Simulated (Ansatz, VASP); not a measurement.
## TaSi2: VASP beside Ansatz

INCAR

```
SYSTEM = TaSi2
PREC = Accurate ; ENCUT = 520
EDIFF = 1E-6 ; ISMEAR = 0
SIGMA = 0.1 ; LREAL = .FALSE.
LASPH = .TRUE. ; NELM = 60
ALGO = Normal ; ISIF = 2
LWAVE = .FALSE. ; LCHARG = .TRUE.
GGA = PE ; LELF = .TRUE.
LVHAR = .TRUE. ; NBANDS = 16
```

Contents of KPOINTS:

```
regular mesh
0
G
  6 6 4
  0 0 0
```

POSCAR

```
TaSi2
1.0
    3.6282878100      0.0000000000      0.0000000000
    0.0000000000      3.6282878100      0.0000000000
    0.0000000000      0.0000000000      4.4042344600
Ta Si
1 2
Direct
    0.0000000000      0.0000000000      0.0000000000
    0.0000000000      0.0000000000      0.5000000000
    0.5000000000      0.5000000000      0.5000000000
```

Input for Ansatz:

```yaml
crystal:
  lattice:
    - [3.62828781, 0.0, 0.0]
    - [0.0, 3.62828781, 0.0]
    - [0.0, 0.0, 4.40423446]
  atoms:
    - { symbol: Ta, position: [0.0, 0.0, 0.0] }
    - { symbol: Si, position: [0.0, 0.0, 0.5] }
    - { symbol: Si, position: [0.5, 0.5, 0.5] }
basis:
  ecutwfc: 420
kpoints:
  mp_grid: { grid: [6, 6, 4] }
hamiltonian:
  xc: pbe
scf:
  occupations: { method: gaussian, width: 0.1 }
  lower_state_search: "off"
output:
  forces: true
  stress: true
  eigenvalues: true
```

Alike in both runs: task single point; functional PBE; k mesh 6 × 6 × 4; occupations gaussian, width 0.1 eV; no spin polarisation.

|  | VASP | Ansatz |
| --- | --- | --- |
| version | VASP 6.6.1 | Ansatz 0.2.0 |
| potentials or method | VASP PAW PBE potentials, release 64 (Ta_pv, Si), cutoff 520 eV | scalar-relativistic, plane waves, PAW |
| valence electrons in the cell | 19 | 21 |

|  | VASP | Ansatz | Ansatz less VASP |
| --- | --- | --- | --- |
| gap on the k mesh at the Fermi level (eV) | none | none | - |
| pressure (GPa) | 3.2 | 3.2 | -0.02 |
| traceless stress, the component that is largest in VASP (GPa) | 40.02 | 39.95 | -0.069 |

A gap of «none» marks a metal or a gap that the smearing closes. VASP's potentials hold 19 valence electrons a cell and Ansatz's 21, so a difference there can come from the potentials and not from the codes.

Neither program's run includes spin-orbit coupling.
